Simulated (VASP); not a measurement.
Wanted: the native input for a VASP 6.6.1 run.

* Task: single point
* Functional: PBEsol
* Potentials or basis: VASP PAW PBE potentials, release 64 (Sn_d, Se)
* Cutoff: 520 eV
* k mesh: 6 × 6 × 6
* Occupations: gaussian, width 0.05 eV
* Spin: no spin polarisation
* Dipole correction: no
* Further INCAR settings: ALGO = Normal; EDIFF = 1e-07; NBANDS = 50

The structure of SnSe lies in POSCAR:

```
SnSe
1.0
    5.9455093302      0.0000000000      0.0000000000
    0.0000000000     -5.9455093302      0.0000000000
    0.0000000000      0.0000000000     -5.9455093302
Sn Se
4 4
Direct
    0.0000000000      0.0000000000      0.0000000000
    0.5000000000      0.5000000000      0.0000000000
    0.5000000000      0.0000000000      0.5000000000
    0.0000000000      0.5000000000      0.5000000000
    0.5000000000      0.0000000000      0.0168194169
    0.0000000000      0.5000000000      0.0000000000
    0.0000000000      0.0000000000      0.5000000000
    0.5000000000      0.5000000000      0.5000000000
```

This cell differs from its parent crystal: atom 5 (Se) moved -0.100 Å along Cartesian [0 0 1].

The input as run:

INCAR

```
SYSTEM = SnSe
  PREC = Accurate
  ENCUT = 520
  EDIFF = 1E-7
  ISMEAR = 0
  SIGMA = 0.05
  LREAL = .FALSE.
  LASPH = .TRUE.
  NELM = 80
  ALGO = Normal
  ISIF = 2
  LWAVE = .FALSE.
  LCHARG = .TRUE.
  GGA = PS
  LELF = .TRUE.
  LVHAR = .TRUE.
  NBANDS = 50
```

KPOINTS

```
regular mesh
0
G
  6 6 6
  0 0 0
```

Potentials or basis: VASP PAW PBE potentials, release 64 (Sn_d, Se).

Command:

```console
$ cat potpaw_PBE.64/Sn_d/POTCAR potpaw_PBE.64/Se/POTCAR > POTCAR
$ mpirun -np 1 vasp_std > vasp.out
```

Results of the run:

The pressure is 0.2 GPa, the largest force is 0.135 eV/Å and the band gap on the k mesh is 0.25 eV.

Caveat: the cell differs from its parent crystal (atom 5 (Se) moved -0.100 Å along Cartesian [0 0 1]); the PAW data sets were made with another functional, which shifts forces and pressure a little; spin-orbit coupling is left out, which moves the levels of the heavy elements.

Run time: 4.3 min on 1 thread of Intel(R) Xeon(R) 6975P-C (Granite Rapids), on a shared host, peak memory 0.53 GiB.
